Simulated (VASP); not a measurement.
## Ge3Pt: single point with PBE

Ge3Pt:

```
Ge Pt
1.0
     5.23291    0.00000    0.00000
     0.00000    5.23291    0.00000
     0.00000    0.00000    5.23291
Ge Pt
6 2
Direct
  0.25000 0.00000 0.50000
  0.50000 0.75000 0.00000
  0.75000 0.00000 0.50000
  0.50000 0.25000 0.00000
  0.00000 0.50000 0.75000
  0.00000 0.50000 0.25000
  0.00000 0.00000 0.00000
  0.50000 0.50000 0.50000
```

The cell was built from a structure type or drawn by symmetry, and may not be a known phase.

| Property | Result |
| --- | --- |
| Program | VASP 6.6.1 |
| Task | single point |
| Functional | PBE |
| Potentials or basis | VASP PAW PBE potentials, release 64 (Ge_d, Pt) |
| Cutoff | 520 eV |
| k mesh | 4 × 4 × 4 |
| Occupations | gaussian, width 0.1 eV |
| Spin | no spin polarisation |

```yaml
Pressure: 0.0 GPa
Band_gap_on_the_k_mesh: zero (bands 52 and 53 overlap by 1.75 eV)
```

Levels at points of the mesh, in eV from the Fermi level:
```csv
k point,band 50,band 51,band 52,band 53,band 54,band 55
"(0.00, 0.00, 0.00)",-1.63,-0.86,-0.86,0.50,0.50,0.50
"(0.50, 0.00, 0.00)",-1.77,-0.33,-0.33,0.58,0.58,1.52
"(0.50, 0.50, 0.00)",-1.09,-1.09,0.20,0.26,1.48,1.77
"(0.50, 0.50, 0.50)",1.03,1.03,1.03,1.03,1.03,2.93
```

Run time: 54 s on 1 thread of Intel(R) Xeon(R) 6975P-C (Granite Rapids), with other jobs on the host, peak memory 0.26 GiB.

Caveat: spin-orbit coupling is left out, which moves the levels of the heavy elements.
